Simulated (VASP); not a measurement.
# Na2S (Fm-3m) in VASP: notebook

Na2S is run at these levels: r2SCAN; tasks: single point, relaxation of cell and atoms.

Everything below comes from runs of VASP 6.6.1. Logs are shortened: lines on timing, memory, paths and dates and some standing lists are left out, and cuts for length are marked.

### 1 The cell of the first run

It takes space group Fm-3m (No. 225, cubic). The conventional cell has a = 6.679 Å, b = 6.679 Å, c = 6.679 Å, α = 90.00°, β = 90.00°, γ = 90.00°. Within 3.8 Å of Na (site symmetry -43m) lie 4 S at 2.89 Å and 6 Na at 3.34 Å. Within 3.8 Å of S (site symmetry m-3m) lie 8 Na at 2.89 Å.

### 2 Single point, r2SCAN

POSCAR reads:

```
Na2S
1.0
    3.3394774329      3.3394774329      0.0000000000
   -3.3394774329      3.3394774329      0.0000000000
    0.0000000000      3.3394774329      3.3394774329
Na S
2 1
Direct
    0.2500000000      0.7500000000      0.5000000000
    0.7500000000      0.2500000000      0.5000000000
    0.0000000000      0.0000000000      0.0000000000
```

INCAR.step1 reads:

```
ALGO = Normal
EDIFF = 1E-5
ENCUT = 550
GGA = PE
GGA_COMPAT = False
ISMEAR = 0
LASPH = True
LCHARG = False
LREAL = False
LWAVE = True
NBANDS = 17
NELM = 120
PREC = Accurate
SIGMA = 0.01
```

INCAR.step2 reads:

```
ALGO = Normal
EDIFF = 1E-6
ENCUT = 550
GGA_COMPAT = False
ISIF = 2
ISMEAR = 0
ISTART = 1
LASPH = True
LCHARG = False
LMIXTAU = True
LREAL = False
LWAVE = False
METAGGA = R2SCAN
NBANDS = 17
NELM = 120
PREC = Accurate
SIGMA = 0.01
```

KPOINTS reads:

```
k-points
0
Gamma
  6 6 6
```

Potentials or basis: VASP PAW PBE potentials, release 64 (Na_pv, S).

On the command line:

```sh
> cat potpaw_PBE.64/Na_pv/POTCAR potpaw_PBE.64/S/POTCAR > POTCAR
> cp INCAR.step1 INCAR
> mpirun -np 1 vasp_std > vasp.out
> cp INCAR.step2 INCAR
> mpirun -np 1 vasp_std > vasp.out
```

OUTCAR:

```text
EDIFF = 1E-6
   ENCUT = 550
   ISIF = 2
   ISMEAR = 0
   ISTART = 1
   LASPH = True
   LREAL = False
   METAGGA = R2SCAN
   NELM = 120
   PREC = Accurate

 ion  position               nearest neighbor table
   1  0.250  0.750  0.500-
   2  0.750  0.250  0.500-
   3  0.000  0.000  0.000-

  LATTYP: Found a face centered cubic cell.
 ALAT       =     6.6789548658

  Lattice vectors:

 A1 = (   0.0000000000,   3.3394774329,   3.3394774329)
 A2 = (   3.3394774329,   0.0000000000,   3.3394774329)
 A3 = (   3.3394774329,   3.3394774329,   0.0000000000)

Analysis of symmetry for initial positions (statically):
=====================================================================
 Subroutine PRICEL returns:
 Original cell was already a primitive cell.

 Routine SETGRP: Setting up the symmetry group for a
 face centered cubic supercell.

 Subroutine GETGRP returns: Found 48 space group operations
 (whereof 48 operations were pure point group operations)
 out of a pool of 48 trial point group operations.

The static configuration has the point symmetry O_h .

Analysis of symmetry for dynamics (positions and initial velocities):
=====================================================================
 Subroutine PRICEL returns:
 Original cell was already a primitive cell.

 Routine SETGRP: Setting up the symmetry group for a
 face centered cubic supercell.

 Subroutine GETGRP returns: Found 48 space group operations
 (whereof 48 operations were pure point group operations)
 out of a pool of 48 trial point group operations.

The dynamic configuration has the point symmetry O_h .

 Subroutine INISYM returns: Found 48 space group operations
 (whereof 48 operations are pure point group operations),
 and found     1 'primitive' translations

----------------------------------------------------------------------------------------

                                     Primitive cell

  volume of cell :      74.4844

  direct lattice vectors                    reciprocal lattice vectors
     3.339477433  3.339477433  0.000000000     0.149724024  0.149724024 -0.149724024
    -3.339477433  3.339477433  0.000000000    -0.149724024  0.149724024 -0.149724024
     0.000000000  3.339477433  3.339477433     0.000000000  0.000000000  0.299448048

  length of vectors
     4.722734277  4.722734277  4.722734277     0.259329617  0.259329617  0.299448048

  position of ions in fractional coordinates (direct lattice)
     0.250000000  0.750000000  0.500000000
     0.750000000  0.250000000  0.500000000
     0.000000000  0.000000000  0.000000000

  ion indices of the primitive-cell ions
   primitive index   ion index
                 1           1
                 2           2
                 3           3

----------------------------------------------------------------------------------------

 KPOINTS: k-points

Automatic generation of k-mesh.
 Grid dimensions read from file:
 generate k-points for:    6    6    6

 Generating k-lattice:

  Cartesian coordinates                     Fractional coordinates (reciprocal lattice)
     0.024954004  0.024954004 -0.024954004     0.166666667  0.000000000  0.000000000
    -0.024954004  0.024954004 -0.024954004     0.000000000  0.166666667  0.000000000
     0.000000000  0.000000000  0.049908008     0.000000000  0.000000000  0.166666667

  Length of vectors
     0.043221603  0.043221603  0.049908008

  Shift w.r.t. Gamma in fractional coordinates (k-lattice)
     0.000000000  0.000000000  0.000000000

 Subroutine IBZKPT returns following result:
 ===========================================

 Found     16 irreducible k-points:

 Following reciprocal coordinates:
            Coordinates               Weight
  0.000000  0.000000  0.000000      1.000000
  0.166667  0.000000  0.000000      8.000000
  0.333333  0.000000  0.000000      8.000000
  0.500000  0.000000  0.000000      4.000000
  0.166667  0.166667  0.000000     12.000000
  0.333333  0.166667  0.000000     24.000000
[... 8 lines left out ...]
  0.500000  0.333333  0.166667     24.000000
  0.500000  0.500000  0.166667     12.000000
   k-points           NKPTS =     16   k-points in BZ     NKDIM =     16   number of bands    NBANDS=     17
   number of dos      NEDOS =    301   number of ions     NIONS =      3
   total plane-waves  NPLWV =  46656
   dimension x,y,z NGX =    36 NGY =   36 NGZ =   36
   dimension x,y,z NGXF=    72 NGYF=   72 NGZF=   72
   ions per type =               2   1
   NGX,Y,Z   is equivalent  to a cutoff of  12.67, 12.67, 12.67 a.u.
   NGXF,Y,Z  is equivalent  to a cutoff of  25.34, 25.34, 25.34 a.u.
 SYSTEM =  unknown system
   PREC   = accura    normal or accurate (medium, high low for compatibility)
   ISTART =      1    job   : 0-new  1-cont  2-samecut
   ICHARG =      0    charge: 1-file 2-atom 10-const
   ISPIN  =      1    spin polarized calculation?
   LNONCOLLINEAR =      F non collinear calculations
   LSORBIT =      F    spin-orbit coupling
   LASPH  =      T    aspherical Exc in radial PAW
   ENCUT  =  550.0 eV  40.42 Ry    6.36 a.u.   9.03  9.03  9.03*2*pi/ulx,y,z
   NELM   =    120;   NELMIN=  2; NELMDL=  0     # of ELM steps
   EDIFF  = 0.1E-05   stopping-criterion for ELM
   LREAL  =      F    real-space projection
   EDIFFG = 0.1E-04   stopping-criterion for IOM
   NSW    =      0    number of steps for IOM
   IBRION =     -1    ionic relax: 0-MD 1-quasi-New 2-CG
   NFREE  =      0    steps in history (QN), initial steepest desc. (CG)
   ISIF   =      2    stress and relaxation
   ISYM   =      2    0-nonsym 1-usesym 2-fastsym
   POTIM  = 0.5000    time-step for ionic-motion
   TEBEG  =    0.0;   TEEND  =   0.0 temperature during run
   PSTRESS=    0.0 pullay stress
   NELECT =      20.0000    total number of electrons
   NUPDOWN=      -1.0000    fix difference up-down
   EMIN   =  10.00;   EMAX   =-10.00  energy-range for DOS
   EFERMI =   0.00;   METHOD = LEGACY
   ISMEAR =     0;   SIGMA  =   0.01  broadening in eV -4-tet -1-fermi 0-gaus
   EFERMI_NEDOS =   21; number of points for ismear=-14 and -15
   IALGO  =     38    algorithm
   IMIX   =      4    mixing-type and parameters
     AMIX     =   0.40;   BMIX     =  1.00
     AMIX_MAG =   1.60;   BMIX_MAG =  1.00
  volume/ion in A,a.u.               =      24.83       167.55
  Fermi-wavevector in a.u.,A,eV,Ry     =   1.056160  1.995853 15.176940  1.115474
  Thomas-Fermi vector in A             =   2.191385
   LORBIT       =      0    0 simple, 1 ext, 2 COOP (PROOUT), +10 PAW based schemes
   METAGGA = R2SCAN    functional components
   LHFCALC =     F    Hartree Fock is set to
   AEXX    =    0.0000 exact exchange contribution
   IVDW    =     0    specifies the selected vdW correction
   LEPSILON=     F    determine dielectric tensor
   LRPA    =     F    only Hartree local field effects (RPA)
 non-spin polarized calculation
 Gauss-broadening in eV      SIGMA  =   0.01
  energy-cutoff  :      550.00
  volume of cell :       74.48
 maximum number of plane-waves:      2202
   NGX = 19   NGY = 19   NGZ = 19

 number of electron      20.0000019 magnetization

 Free energy of the ion-electron system (eV)
  ---------------------------------------------------
  ext. energy  EPLUGINS =         0.00000000
  ---------------------------------------------------
  free energy    TOTEN  =       -18.92424142 eV

  energy without entropy =      -18.92424142  energy(sigma->0) =      -18.92424142

 E-fermi :  -0.3205     XC(G=0):  -8.0103

 val. band max:       -0.3761685507   @ k =   0.0000   0.0000   0.0000
 cond. band min:       2.4755920153   @ k =   0.0000   0.0000   0.0000
 fundamental gap:      2.8517605660
 Fermi energy:        -0.3204815907

 k-point     1 :       0.0000    0.0000    0.0000
  band No.  band energies     occupation
      1     -23.5800      2.00000
      2     -23.5800      2.00000
      3     -23.5800      2.00000
      4     -23.5395      2.00000
      5     -23.5395      2.00000
      6     -23.5395      2.00000
[... 9 lines left out ...]
     16       9.3031      0.00000
     17      11.1161      0.00000

 k-point     2 :       0.1667    0.0000    0.0000
  band No.  band energies     occupation
      1     -23.5782      2.00000
      2     -23.5775      2.00000
      3     -23.5775      2.00000
      4     -23.5436      2.00000
      5     -23.5424      2.00000
      6     -23.5424      2.00000
[... 9 lines left out ...]
     16       8.8714      0.00000
     17      10.4707      0.00000

 k-point     3 :       0.3333    0.0000    0.0000
  band No.  band energies     occupation
      1     -23.5731      2.00000
      2     -23.5704      2.00000
      3     -23.5704      2.00000
      4     -23.5532      2.00000
      5     -23.5501      2.00000
      6     -23.5501      2.00000
[... 9 lines left out ...]
     16       9.7795      0.00000
     17      10.3528      0.00000

 k-point     4 :       0.5000    0.0000    0.0000
  band No.  band energies     occupation
      1     -23.5664      2.00000
      2     -23.5621      2.00000
      3     -23.5611      2.00000
      4     -23.5611      2.00000
      5     -23.5597      2.00000
      6     -23.5597      2.00000
[... 9 lines left out ...]
     16      11.4129      0.00000
     17      11.4129      0.00000

 k-point     5 :       0.1667    0.1667    0.0000
  band No.  band energies     occupation
      1     -23.5844      2.00000
      2     -23.5699      2.00000
      3     -23.5685      2.00000
      4     -23.5540      2.00000
      5     -23.5517      2.00000
      6     -23.5368      2.00000
[... 9 lines left out ...]
     16      10.0527      0.00000
     17      11.2796      0.00000

 k-point     6 :       0.3333    0.1667    0.0000
  band No.  band energies     occupation
      1     -23.5856      2.00000
      2     -23.5664      2.00000
      3     -23.5634      2.00000
      4     -23.5594      2.00000
      5     -23.5574      2.00000
      6     -23.5378      2.00000
[... 9 lines left out ...]
     16      10.8937      0.00000
     17      11.7291      0.00000

 k-point     7 :       0.5000    0.1667    0.0000
  band No.  band energies     occupation
      1     -23.5807      2.00000
      2     -23.5757      2.00000
      3     -23.5742      2.00000
      4     -23.5487      2.00000
      5     -23.5470      2.00000
      6     -23.5447      2.00000
[... 9 lines left out ...]
     16      11.4155      0.00000
     17      11.9435      0.00000

 k-point     8 :      -0.3333    0.1667    0.0000
  band No.  band energies     occupation
      1     -23.5817      2.00000
      2     -23.5810      2.00000
      3     -23.5685      2.00000
      4     -23.5555      2.00000
      5     -23.5405      2.00000
      6     -23.5399      2.00000
[... 9 lines left out ...]
     16      10.3522      0.00000
     17      11.2178      0.00000

 k-point     9 :      -0.1667    0.1667    0.0000
  band No.  band energies     occupation
      1     -23.5821      2.00000
      2     -23.5821      2.00000
      3     -23.5673      2.00000
      4     -23.5546      2.00000
      5     -23.5382      2.00000
      6     -23.5382      2.00000
[... 9 lines left out ...]
     16       9.6699      0.00000
     17      11.7242      0.00000

 k-point    10 :       0.3333    0.3333    0.0000
  band No.  band energies     occupation
      1     -23.5944      2.00000
      2     -23.5782      2.00000
      3     -23.5761      2.00000
      4     -23.5470      2.00000
      5     -23.5455      2.00000
      6     -23.5316      2.00000
[... 9 lines left out ...]
     16      10.1383      0.00000
     17      13.1279      0.00000

 k-point    11 :       0.5000    0.3333    0.0000
  band No.  band energies     occupation
      1     -23.5943      2.00000
      2     -23.5851      2.00000
      3     -23.5846      2.00000
      4     -23.5380      2.00000
      5     -23.5375      2.00000
      6     -23.5332      2.00000
[... 9 lines left out ...]
     16      11.7179      0.00000
     17      11.9918      0.00000

 k-point    12 :      -0.3333    0.3333    0.0000
  band No.  band energies     occupation
      1     -23.5863      2.00000
      2     -23.5863      2.00000
      3     -23.5846      2.00000
      4     -23.5419      2.00000
      5     -23.5354      2.00000
      6     -23.5354      2.00000
[... 9 lines left out ...]
     16      10.7430      0.00000
     17      12.5357      0.00000

 k-point    13 :       0.5000    0.5000    0.0000
  band No.  band energies     occupation
      1     -23.5995      2.00000
      2     -23.5884      2.00000
      3     -23.5884      2.00000
      4     -23.5340      2.00000
      5     -23.5340      2.00000
      6     -23.5291      2.00000
[... 9 lines left out ...]
     16      11.4801      0.00000
     17      11.9786      0.00000

 k-point    14 :       0.3333    0.3333    0.1667
  band No.  band energies     occupation
      1     -23.5893      2.00000
      2     -23.5819      2.00000
      3     -23.5730      2.00000
      4     -23.5494      2.00000
      5     -23.5433      2.00000
      6     -23.5341      2.00000
[... 9 lines left out ...]
     16      11.0347      0.00000
     17      12.0575      0.00000

 k-point    15 :       0.5000    0.3333    0.1667
  band No.  band energies     occupation
      1     -23.5915      2.00000
      2     -23.5876      2.00000
      3     -23.5614      2.00000
      4     -23.5613      2.00000
      5     -23.5358      2.00000
      6     -23.5351      2.00000
[... 9 lines left out ...]
     16      10.5825      0.00000
     17      12.0058      0.00000

 k-point    16 :       0.5000    0.5000    0.1667
  band No.  band energies     occupation
      1     -23.5973      2.00000
      2     -23.5906      2.00000
      3     -23.5749      2.00000
      4     -23.5477      2.00000
      5     -23.5328      2.00000
      6     -23.5303      2.00000
[... 9 lines left out ...]
     16      11.1782      0.00000
     17      11.8013      0.00000

------------------------ aborting loop because EDIFF is reached ----------------------------------------

  FORCE on cell =-STRESS in cart. coord.  units (eV):
  Direction    XX          YY          ZZ          XY          YZ          ZX
  --------------------------------------------------------------------------------------
  -------------------------------------------------------------------------------------
  Total       -0.9960178     -0.9960178     -0.9960178      0.0000000     -0.0000000      0.0000000
  in kB      -21.4245716    -21.4245716    -21.4245716      0.0000000     -0.0000000      0.0000000
  external PRESSURE =     -21.4245716 kB  Pullay stress =       0.0000000 kB

 VOLUME and BASIS-vectors are now :
 -----------------------------------------------------------------------------
  energy-cutoff  :      550.00
  volume of cell :       74.48
      direct lattice vectors                 reciprocal lattice vectors
     3.339477433  3.339477433  0.000000000     0.149724024  0.149724024 -0.149724024
    -3.339477433  3.339477433  0.000000000    -0.149724024  0.149724024 -0.149724024
     0.000000000  3.339477433  3.339477433     0.000000000  0.000000000  0.299448048

 POSITION                                       TOTAL-FORCE (eV/Angst)
 -----------------------------------------------------------------------------------
     -1.66974      5.00922      1.66974         0.000000     -0.000000      0.000000
      1.66974      5.00922      1.66974        -0.000000      0.000000     -0.000000
      0.00000      0.00000      0.00000         0.000000     -0.000000      0.000000
 -----------------------------------------------------------------------------------
    total drift:                                0.000000      0.000000      0.000000

  FREE ENERGIE OF THE ION-ELECTRON SYSTEM (eV)
  ---------------------------------------------------
  free  energy   TOTEN  =       -18.9242414225 eV

  energy  without entropy=      -18.9242414225  energy(sigma->0) =      -18.92424142
```

Wall time 1.8 min (1 thread of Intel Xeon 8259CL, shared host); peak memory 0.21 GiB.

What came out:

* Free energy: -18.9242 eV
* Pressure: -2.1 GPa
* Band gap on the k mesh: 2.85 eV

Levels at points of the mesh, in eV from the valence-band top:
```
           k point  band 6  band 7  band 8  band 9  band 10  band 11  band 12  band 13  band 14  band 15
(0.00, 0.00, 0.00)  -23.16  -10.48    0.00    0.00     0.00     2.85     8.20     8.20     8.20     9.68
(0.50, 0.00, 0.00)  -23.18  -10.27   -1.50   -0.12    -0.12     5.24     6.66     7.51     7.51    11.61
(0.50, 0.50, 0.00)  -23.15  -10.21   -1.33   -0.43    -0.43     4.15     6.54     8.81    10.10    10.10
```

Caveat: the PAW data sets were made with another functional, which shifts forces and pressure a little.

(Continued in part 2 of 2.)
